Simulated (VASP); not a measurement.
Write the native input for VASP 6.6.1 that does the following.

* Task: relaxation of cell and atoms
* Functional: PBE
* Potentials or basis: VASP PAW PBE potentials, release 64 (Al, B, N)
* Cutoff: 600 eV
* k mesh: 6 × 6 × 4
* Occupations: gaussian, width 0.02 eV
* Spin: no spin polarisation
* Dipole correction: no
* Further INCAR settings: ALGO = Normal; EDIFF = 1e-06; IBRION = 2; EDIFFG = -0.01; NSW = 100; ISIF = 3

The structure of AlB2N3 lies in POSCAR:

```
AlB2N3
1.0
    4.7548836008      0.0000000000      0.0000000000
   -2.3774418004      4.1178499904      0.0000000000
    0.0000000000      0.0000000000      6.9288155749
Al B N
2 4 6
Direct
    0.3333333333      0.6666666667      0.0000000000
    0.6666666667      0.3333333333      0.0000000000
    0.0000000000      0.0000000000      0.0000000000
    0.6682728383      0.6682728383      0.5000000000
    0.3317271617      0.0000000000      0.5000000000
    0.0000000000      0.3317271617      0.5000000000
    0.3333333333      0.6666666667      0.5000000000
    0.0000000000      0.0000000000      0.5000000000
    0.6666666667      0.3333333333      0.5000000000
    0.7081685943      0.7081685943      0.0000000000
    0.2918314057      0.0000000000      0.0000000000
    0.0000000000      0.2918314057      0.0000000000
```

The input as run:

INCAR

```
PREC = Accurate
ENCUT = 600
EDIFF = 1E-6
ISMEAR = 0
SIGMA = 0.02
LREAL = False
LASPH = True
NELM = 80
ALGO = Normal
ISIF = 3
LWAVE = False
LCHARG = False
GGA = PE
IBRION = 2
NSW = 100
EDIFFG = -0.01
```

KPOINTS

```
regular mesh
0
Gamma
  6 6 4
```

Potentials or basis: VASP PAW PBE potentials, release 64 (Al, B, N).

Run with:

```bash
$ cat potpaw_PBE.64/Al/POTCAR potpaw_PBE.64/B/POTCAR potpaw_PBE.64/N/POTCAR > POTCAR
$ mpirun -np 1 vasp_std > vasp.out
```

Results of the run:

```
Relaxed volume                        : 11.31 Å³/atom
Relaxed cell                          : a = 4.756 Å, b = 4.756 Å, c = 6.928 Å, α = 90.00°, β = 90.00°, γ = 120.00°
Space group after relaxing (to 0.1 Å) : P-62m (No. 189)
Energy gained by relaxing             : 0.0 meV/atom
Ionic steps                           : 3
Pressure after relaxing               : 0.0 GPa
Largest force after relaxing          : 0.007 eV/Å
Band gap on the k mesh                : 3.10 eV
```

It took 3 min on 1 thread of Intel(R) Xeon(R) 6975P-C (Granite Rapids) (shared host), peak memory 0.32 GiB.
